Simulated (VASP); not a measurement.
Runs of VASP 6.6.1 on Al. Symmetry: P6_3/mmc, No. 194, hexagonal system. Conventional cell: a = 2.827 Å, b = 2.827 Å, c = 9.186 Å, α = 90.00°, β = 90.00°, γ = 120.00°. Al (site symmetry -3m) has 12 Al at 2.82 to 2.83 Å within 3.7 Å. Within 3.7 Å of Al (site symmetry -6m2) lie 12 Al at 2.82 to 2.83 Å. 

```tsv
k mesh	gap on the mesh (eV)	pressure (GPa)
6 × 6 × 2	none	2.0
7 × 7 × 2	none	(a)
9 × 9 × 3	none	1.6
3 × 3 × 1	none	2.1
4 × 4 × 1	none	2.3
11 × 11 × 3	none	2.0
```

Alike in all rows: task single point; level PBEsol; potentials or basis VASP PAW PBE potentials, release 64 (Al); no spin polarisation; cell as given; cutoff (eV) 520; smearing methfessel-paxton 0.1 eV.

Estimate the missing entries.

(a) 1.9.

Caveats: some runs use coarse meshes; the PAW data sets were made with another functional, which shifts forces and pressure a little.

A gap of «none» marks levels without a gap at the run's occupations.
